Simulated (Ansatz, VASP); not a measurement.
## Two plane-wave programs on AlCo

```
Co Al
1.0
     2.79663    0.00000    0.00000
    -1.39832    2.42196    0.00000
     0.00000    0.00000    4.17239
Co Al
1 1
Direct
  0.00000 0.00000 0.00000
  0.33333 0.66667 0.50000
```

Alike in both runs: task single point; functional PBE; k mesh 18 × 18 × 10; occupations gaussian, width 0.1 eV; collinear spin.

|  | VASP | Ansatz |
| --- | --- | --- |
| version | VASP 6.6.1 | Ansatz 0.2.0 |
| potentials or method | VASP PAW PBE potentials, release 64 (Co, Al), cutoff 520 eV | scalar-relativistic, plane waves, PAW |
| valence electrons in the cell | 12 | 20 |

Ansatz gave:

```
gap on the k mesh at the Fermi level (eV)                     : none
pressure (GPa)                                                : -16.2
traceless stress, the component that is largest in VASP (GPa) : -8.97
net moment per atom (μB)                                      : 0.45
size of the moment on the site where the two differ most (μB) : 1.01
```

Which values does VASP return?

gap on the k mesh at the Fermi level (eV): none; pressure (GPa): -16.2; traceless stress, the component that is largest in VASP (GPa): -9.09; net moment per atom (μB): 0.44; size of the moment on the site where the two differ most (μB): 0.98.

Site moments also hang on the region over which each program counts them. A gap of «none» marks a metal or a gap that the smearing closes. VASP's potentials hold 12 valence electrons a cell and Ansatz's 20, so a difference there can come from the potentials and not from the codes.
